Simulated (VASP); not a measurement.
Input of a VASP 6.6.1 run:

The input INCAR:

```
SYSTEM = Y
ALGO = Normal
EDIFF = 1E-6
EDIFFG = -0.02
ENCUT = 600
GGA = RP
IBRION = 2
ISIF = 3
ISMEAR = -1
IVDW = 12
LASPH = .True.
LCHARG = .False.
LREAL = .False.
LWAVE = .False.
NELM = 60
NSW = 80
PREC = Accurate
SIGMA = 0.05
```

The input KPOINTS:

```
k-points
0
Gamma
  9 9 9
  0 0 0
```

File POSCAR:

```
Y
1.0
    0.0000000000      2.5519910612      2.5519910612
    2.5519910612      0.0000000000      2.5519910612
    2.5519910612      2.5519910612      0.0000000000
Y
1
Direct
    0.0000000000      0.0000000000      0.0000000000
```

Potentials or basis: VASP PAW PBE potentials, release 64 (Y_sv).

Run with:

```bash
$ cat potpaw_PBE.64/Y_sv/POTCAR > POTCAR
$ mpirun -np 1 vasp_std > vasp.out
```

Estimate the space group after relaxing (to 0.05 Å).

Fm-3m (No. 225).

Estimate the dispersion energy per atom.

-3.840 eV.

Final structure:
```xyz
1
Lattice="0.0000 2.2185 2.2185 2.2185 0.0000 2.2185 2.2185 2.2185 0.0000" Properties=species:S:1:pos:R:3 pbc="T T T"
Y     2.2185    0.0000    2.2185
```
